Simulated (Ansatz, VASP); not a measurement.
Two plane-wave programs on Nb

```
Nb
1.0
    -1.62673    1.62673    1.62673
     1.62673   -1.62673    1.62673
     1.62673    1.62673   -1.62673
Nb
1
Direct
  0.00000 0.00000 0.00000
```

Alike in both runs: task relaxation of cell and atoms; functional LDA; k mesh 18 × 18 × 18; occupations gaussian, width 0.1 eV; no spin polarisation.

|  | VASP | Ansatz |
| --- | --- | --- |
| version | VASP 6.6.1 | Ansatz 0.2.0 |
| potentials or method | VASP PAW LDA potentials, release 64 (Nb_sv), cutoff 600 eV | scalar-relativistic, plane waves, PAW |
| valence electrons in the cell | 13 | 13 |

|  | VASP | Ansatz | Ansatz less VASP |
| --- | --- | --- | --- |
| gap on the k mesh at the Fermi level, each at its own relaxed structure (eV) | none | none | - |
| relaxed volume (Å³/atom) | 17.12 | 17.13 | +0.008 |
| relaxed cell length with the largest relative difference (Å) | 2.812 | 2.813 | +0.0005 |

LDA's correlation is that of Perdew and Zunger in VASP and of Perdew and Wang (1992) in Ansatz. A gap of «none» marks a metal or a gap that the smearing closes.
